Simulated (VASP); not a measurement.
# Pt (Fm-3m) in VASP: notebook

Pt is run at these levels: LDA; tasks: single point, relaxation of volume and atoms at fixed shape.

Program: VASP 6.6.1. These are calculated values, not measurements. Logs are shortened: lines on timing, memory, paths and dates and some standing lists are left out, and cuts for length are marked.

## (1) The cell of the first run

Symmetry: Fm-3m, No. 225, cubic system. The conventional cell has a = 3.892 Å, b = 3.892 Å, c = 3.892 Å, α = 90.00°, β = 90.00°, γ = 90.00°. Pt (site symmetry m-3m) has 12 Pt at 2.75 Å within 3.6 Å.

## (2) Single point, LDA

INCAR

```
ALGO     = Normal         # electronic algorithm
EDIFF    = 1E-6           # SCF threshold, eV
ENCUT    = 520            # plane-wave cutoff, eV
GGA      = CA             # functional
ISIF     = 2              # what is computed and relaxed
ISMEAR   = 1              # smearing method
LASPH    = T              # aspherical terms in the spheres
LCHARG   = F              # write CHGCAR
LREAL    = F              # projectors in reciprocal space
LWAVE    = F              # write WAVECAR
NBANDS   = 11             # bands
NELM     = 60             # most SCF steps
PREC     = Accurate       # precision mode
SIGMA    = 0.05           # smearing width, eV
```

KPOINTS

```
k-points
0
Gamma
  9 9 9
```

POSCAR

```
Pt
1.0
    0.0000000000      1.9457610736      1.9457610736
    1.9457610736      0.0000000000      1.9457610736
    1.9457610736      1.9457610736      0.0000000000
Pt
1
Direct
    0.0000000000      0.0000000000      0.0000000000
```

Potentials or basis: VASP PAW LDA potentials, release 64 (Pt).

Run with:

```bash
> cat potpaw_LDA.64/Pt/POTCAR > POTCAR
> mpirun -np 1 vasp_std > vasp.out
```

OUTCAR:

```text
EDIFF = 1E-6
   ENCUT = 520
   GGA = CA
   ISIF = 2
   ISMEAR = 1
   LASPH = T
   LREAL = F
   NELM = 60
   PREC = Accurate

 ion  position               nearest neighbor table
   1  0.000  0.000  0.000-

  LATTYP: Found a face centered cubic cell.
 ALAT       =     3.8915221472

  Lattice vectors:

 A1 = (   0.0000000000,   1.9457610736,   1.9457610736)
 A2 = (   1.9457610736,   0.0000000000,   1.9457610736)
 A3 = (   1.9457610736,   1.9457610736,   0.0000000000)

Analysis of symmetry for initial positions (statically):
=====================================================================
 Subroutine PRICEL returns:
 Original cell was already a primitive cell.

 Routine SETGRP: Setting up the symmetry group for a
 face centered cubic supercell.

 Subroutine GETGRP returns: Found 48 space group operations
 (whereof 48 operations were pure point group operations)
 out of a pool of 48 trial point group operations.

The static configuration has the point symmetry O_h .

Analysis of symmetry for dynamics (positions and initial velocities):
=====================================================================
 Subroutine PRICEL returns:
 Original cell was already a primitive cell.

 Routine SETGRP: Setting up the symmetry group for a
 face centered cubic supercell.

 Subroutine GETGRP returns: Found 48 space group operations
 (whereof 48 operations were pure point group operations)
 out of a pool of 48 trial point group operations.

The dynamic configuration has the point symmetry O_h .

 Subroutine INISYM returns: Found 48 space group operations
 (whereof 48 operations are pure point group operations),
 and found     1 'primitive' translations

----------------------------------------------------------------------------------------

                                     Primitive cell

  volume of cell :      14.7332

  direct lattice vectors                    reciprocal lattice vectors
     0.000000000  1.945761074  1.945761074    -0.256968857  0.256968857  0.256968857
     1.945761074  0.000000000  1.945761074     0.256968857 -0.256968857  0.256968857
     1.945761074  1.945761074  0.000000000     0.256968857  0.256968857 -0.256968857

  length of vectors
     2.751721699  2.751721699  2.751721699     0.445083117  0.445083117  0.445083117

  position of ions in fractional coordinates (direct lattice)
     0.000000000  0.000000000  0.000000000

  ion indices of the primitive-cell ions
   primitive index   ion index
                 1           1

----------------------------------------------------------------------------------------

 KPOINTS: k-points

Automatic generation of k-mesh.
 Grid dimensions read from file:
 generate k-points for:    9    9    9

 Generating k-lattice:

  Cartesian coordinates                     Fractional coordinates (reciprocal lattice)
    -0.028552095  0.028552095  0.028552095     0.111111111  0.000000000  0.000000000
     0.028552095 -0.028552095  0.028552095     0.000000000  0.111111111  0.000000000
     0.028552095  0.028552095 -0.028552095     0.000000000  0.000000000  0.111111111

  Length of vectors
     0.049453680  0.049453680  0.049453680

  Shift w.r.t. Gamma in fractional coordinates (k-lattice)
     0.000000000  0.000000000  0.000000000

 Subroutine IBZKPT returns following result:
 ===========================================

 Found     35 irreducible k-points:

 Following reciprocal coordinates:
            Coordinates               Weight
  0.000000  0.000000  0.000000      1.000000
  0.111111  0.000000  0.000000      8.000000
  0.222222  0.000000  0.000000      8.000000
  0.333333  0.000000  0.000000      8.000000
  0.444444  0.000000  0.000000      8.000000
  0.111111  0.111111  0.000000      6.000000
[... 16 lines left out ...]
 -0.333333  0.333333  0.000000     12.000000
  0.444444  0.444444  0.000000      6.000000
 [... further k-points ...]
   k-points           NKPTS =     35   k-points in BZ     NKDIM =     35   number of bands    NBANDS=     11
   number of dos      NEDOS =    301   number of ions     NIONS =      1
   total plane-waves  NPLWV =   8000
   dimension x,y,z NGX =    20 NGY =   20 NGZ =   20
   dimension x,y,z NGXF=    40 NGYF=   40 NGZF=   40
   ions per type =               1
   NGX,Y,Z   is equivalent  to a cutoff of  12.08, 12.08, 12.08 a.u.
   NGXF,Y,Z  is equivalent  to a cutoff of  24.17, 24.17, 24.17 a.u.
 SYSTEM =  unknown system
   PREC   = accura    normal or accurate (medium, high low for compatibility)
   ISTART =      0    job   : 0-new  1-cont  2-samecut
   ICHARG =      2    charge: 1-file 2-atom 10-const
   ISPIN  =      1    spin polarized calculation?
   LNONCOLLINEAR =      F non collinear calculations
   LSORBIT =      F    spin-orbit coupling
   LASPH  =      T    aspherical Exc in radial PAW
   ENCUT  =  520.0 eV  38.22 Ry    6.18 a.u.   5.12  5.12  5.12*2*pi/ulx,y,z
   NELM   =     60;   NELMIN=  2; NELMDL= -5     # of ELM steps
   EDIFF  = 0.1E-05   stopping-criterion for ELM
   LREAL  =      F    real-space projection
   EDIFFG = 0.1E-04   stopping-criterion for IOM
   NSW    =      0    number of steps for IOM
   IBRION =     -1    ionic relax: 0-MD 1-quasi-New 2-CG
   NFREE  =      0    steps in history (QN), initial steepest desc. (CG)
   ISIF   =      2    stress and relaxation
   ISYM   =      2    0-nonsym 1-usesym 2-fastsym
   POTIM  = 0.5000    time-step for ionic-motion
   TEBEG  =    0.0;   TEEND  =   0.0 temperature during run
   PSTRESS=    0.0 pullay stress
   NELECT =      10.0000    total number of electrons
   NUPDOWN=      -1.0000    fix difference up-down
   EMIN   =  10.00;   EMAX   =-10.00  energy-range for DOS
   EFERMI =   0.00;   METHOD = LEGACY
   ISMEAR =     1;   SIGMA  =   0.05  broadening in eV -4-tet -1-fermi 0-gaus
   EFERMI_NEDOS =   21; number of points for ismear=-14 and -15
   IALGO  =     38    algorithm
   IMIX   =      4    mixing-type and parameters
     AMIX     =   0.40;   BMIX     =  1.00
     AMIX_MAG =   1.60;   BMIX_MAG =  1.00
  volume/ion in A,a.u.               =      14.73        99.42
  Fermi-wavevector in a.u.,A,eV,Ry     =   1.438717  2.718781 28.162782  2.069906
  Thomas-Fermi vector in A             =   2.557653
   LORBIT       =      0    0 simple, 1 ext, 2 COOP (PROOUT), +10 PAW based schemes
   GGA     = CA    functional components
   LHFCALC =     F    Hartree Fock is set to
   AEXX    =    0.0000 exact exchange contribution
   IVDW    =     0    specifies the selected vdW correction
   LEPSILON=     F    determine dielectric tensor
   LRPA    =     F    only Hartree local field effects (RPA)
 non-spin polarized calculation
 Methfessel and Paxton  Order N= 1 SIGMA  =   0.05
  energy-cutoff  :      520.00
  volume of cell :       14.73
 maximum number of plane-waves:       411
   NGX = 11   NGY = 11   NGZ = 11

 number of electron      10.0000000 magnetization

 Free energy of the ion-electron system (eV)
  ---------------------------------------------------
  ext. energy  EPLUGINS =         0.00000000
  ---------------------------------------------------
  free energy    TOTEN  =        -7.53674333 eV

  energy without entropy =       -7.53669952  energy(sigma->0) =       -7.53672872

 E-fermi :  11.6290     XC(G=0): -13.8221

 val. band max:       11.5797425991   @ k =   0.4444   0.4444   0.0000
 cond. band min:      11.6354173030   @ k =   0.4444   0.1111   0.0000
 fundamental gap:      0.0556747039
 Fermi energy:        11.6290176515

 k-point     1 :       0.0000    0.0000    0.0000
  band No.  band energies     occupation
      1       1.0888      2.00000
      2       7.6361      2.00000
      3       7.6361      2.00000
      4       7.6361      2.00000
      5       9.9188      2.00000
      6       9.9188      2.00000
      7      26.1474      0.00000
      8      31.2070      0.00000
      9      31.2070      0.00000
     10      31.2070      0.00000
     11      36.7449      0.00000

 k-point     2 :       0.1111    0.0000    0.0000
  band No.  band energies     occupation
      1       1.5873      2.00000
      2       7.4269      2.00000
      3       7.8240      2.00000
      4       7.8240      2.00000
      5       9.8238      2.00000
      6       9.8238      2.00000
      7      26.9104      0.00000
      8      29.1611      0.00000
      9      31.9917      0.00000
     10      31.9917      0.00000
     11      38.4057      0.00000

 k-point     3 :       0.2222    0.0000    0.0000
  band No.  band energies     occupation
      1       2.8408      2.00000
      2       7.2040      2.00000
      3       8.0476      2.00000
      4       8.0476      2.00000
      5       9.9424      2.00000
      6       9.9424      2.00000
      7      25.9068      0.00000
      8      28.0743      0.00000
      9      34.0078      0.00000
     10      34.0078      0.00000
     11      35.4417      0.00000

 k-point     4 :       0.3333    0.0000    0.0000
  band No.  band energies     occupation
      1       3.8352      2.00000
      2       7.8510      2.00000
      3       7.8510      2.00000
      4       8.1694      2.00000
      5      10.7430      2.00000
      6      10.7430      2.00000
      7      22.0875      0.00000
      8      26.9989      0.00000
      9      33.1630      0.00000
     10      33.1630      0.00000
     11      36.8328      0.00000
[... 239 lines left out ...]
 k-point    22 :      -0.4444    0.3333    0.0000
  band No.  band energies     occupation
      1       4.9805      2.00000
      2       5.7467      2.00000
      3       8.7255      2.00000
      4      10.1887      2.00000
      5      11.6879     -0.07021
      6      16.6065      0.00000
      7      18.4058      0.00000
      8      23.2611      0.00000
      9      25.9951      0.00000
     10      31.9381      0.00000
     11      37.7345      0.00000

 k-point    23 :      -0.3333    0.3333    0.0000
  band No.  band energies     occupation
      1       5.4896      2.00000
      2       6.5194      2.00000
      3       7.7339      2.00000
      4       9.6378      2.00000
      5      10.9272      2.00000
      6      15.9847      0.00000
      7      20.5529      0.00000
      8      21.5186      0.00000
      9      28.5158      0.00000
     10      30.6884      0.00000
     11      38.2826      0.00000

 k-point    24 :       0.4444    0.4444    0.0000
  band No.  band energies     occupation
      1       4.3104      2.00000
      2       4.7677      2.00000
      3      11.5797      2.04711
      4      11.8860     -0.00000
      5      11.8860     -0.00000
      6      12.5023     -0.00000
      7      21.7988      0.00000
      8      23.4252      0.00000
      9      23.4252      0.00000
     10      31.8749      0.00000
     11      35.2188      0.00000

 [... further k-points ...]

------------------------ aborting loop because EDIFF is reached ----------------------------------------

  FORCE on cell =-STRESS in cart. coord.  units (eV):
  Direction    XX          YY          ZZ          XY          YZ          ZX
  --------------------------------------------------------------------------------------
  -------------------------------------------------------------------------------------
  Total        0.0737081      0.0737081      0.0737081     -0.0000000      0.0000000      0.0000000
  in kB        8.0154392      8.0154392      8.0154392     -0.0000000      0.0000000      0.0000000
  external PRESSURE =       8.0154392 kB  Pullay stress =       0.0000000 kB

 VOLUME and BASIS-vectors are now :
 -----------------------------------------------------------------------------
  energy-cutoff  :      520.00
  volume of cell :       14.73
      direct lattice vectors                 reciprocal lattice vectors
     0.000000000  1.945761074  1.945761074    -0.256968857  0.256968857  0.256968857
     1.945761074  0.000000000  1.945761074     0.256968857 -0.256968857  0.256968857
     1.945761074  1.945761074  0.000000000     0.256968857  0.256968857 -0.256968857

 POSITION                                       TOTAL-FORCE (eV/Angst)
 -----------------------------------------------------------------------------------
      0.00000      0.00000      0.00000         0.000000      0.000000      0.000000
 -----------------------------------------------------------------------------------
    total drift:                                0.000000     -0.000000      0.000000

  FREE ENERGIE OF THE ION-ELECTRON SYSTEM (eV)
  ---------------------------------------------------
  free  energy   TOTEN  =        -7.5367433290 eV

  energy  without entropy=       -7.5366995159  energy(sigma->0) =       -7.53672872
```

It took 4.8 s on 1 thread of Intel Xeon 8259CL, shared host; peak memory 0.12 GiB.

What came out:

```yaml
Free_energy: -7.5367 eV
Pressure: 0.8 GPa
Band_gap_on_the_k_mesh: zero (bands 5 and 6 overlap by 2.15 eV)
```

Caveat: spin-orbit coupling is left out, which moves the levels of the heavy elements.

## (3) Relaxation of volume and atoms at fixed shape, LDA

This run uses another cell than the first one, of 15.08 Å³/atom.

INCAR

```
SYSTEM = Pt
PREC = Accurate
ENCUT = 600
EDIFF = 1E-7
ISMEAR = 1
SIGMA = 0.05
LREAL = .FALSE.
LASPH = .TRUE.
NELM = 100
ALGO = Normal
ISIF = 8
LWAVE = .FALSE.
LCHARG = .FALSE.
GGA = CA
IBRION = 2
NSW = 80
EDIFFG = -0.03
```

KPOINTS

```
Automatic mesh
0
G
  9 9 9
  0 0 0
```

POSCAR

```
Pt
1.0
    0.0000000000      1.9609000000      1.9609000000
    1.9609000000      0.0000000000      1.9609000000
    1.9609000000      1.9609000000      0.0000000000
Pt
1
Direct
    0.0000000000      0.0000000000      0.0000000000
```

Potentials or basis: VASP PAW LDA potentials, release 64 (Pt).

Run with:

```bash
> cat potpaw_LDA.64/Pt/POTCAR > POTCAR
> mpirun -np 1 vasp_std > vasp.out
```

Run time: 14 s. Hardware: 1 thread of Intel Xeon 8259CL, shared host; peak memory 0.15 GiB.

The run converged. Its results:

```yaml
Free_energy: -7.5370 eV
Relaxed_volume: 14.78 Å³/atom
Relaxed_cell: a = 2.755 Å, b = 2.755 Å, c = 2.755 Å, α = 60.00°, β = 60.00°, γ = 60.00°
Space_group_after_relaxing_to_0.1_Å: Fm-3m (No. 225)
Energy_gained_by_relaxing: 5.8 meV/atom
Ionic_steps: 3
Pressure_after_relaxing: -0.2 GPa
Band_gap_on_the_k_mesh: zero (bands 5 and 6 overlap by 2.14 eV)
```

The path:
| step | energy change (eV) | largest force (eV/Å) | pressure (GPa) | volume (Å³) |
| --- | --- | --- | --- | --- |
| 1 | 0.0000 | 0.0000 | -5.97 | 15.08 |
| 2 | 0.0532 | 0.0000 | 22.70 | 13.89 |
| 3 | -0.0058 | 0.0000 | -0.16 | 14.78 |

Final structure:
```cif
data_structure
_symmetry_space_group_name_H-M 'P 1'
_symmetry_Int_Tables_number 1
_cell_length_a 2.7549
_cell_length_b 2.7549
_cell_length_c 2.7549
_cell_angle_alpha 60.000
_cell_angle_beta 60.000
_cell_angle_gamma 60.000
_cell_volume 14.78
loop_
_atom_site_label
_atom_site_type_symbol
_atom_site_fract_x
_atom_site_fract_y
_atom_site_fract_z
_atom_site_occupancy
Pt1 Pt 0.00000 0.00000 0.00000 1
```

Levels at points of the mesh, in eV from the Fermi level:
```csv
k point,band 2,band 3,band 4,band 5,band 6,band 7,band 8,band 9
"(0.00, 0.00, 0.00)",-3.97,-3.97,-3.97,-1.70,-1.70,14.53,19.57,19.57
```

Caveat: spin-orbit coupling is left out, which moves the levels of the heavy elements. LDA usually gives volumes a few per cent too small.
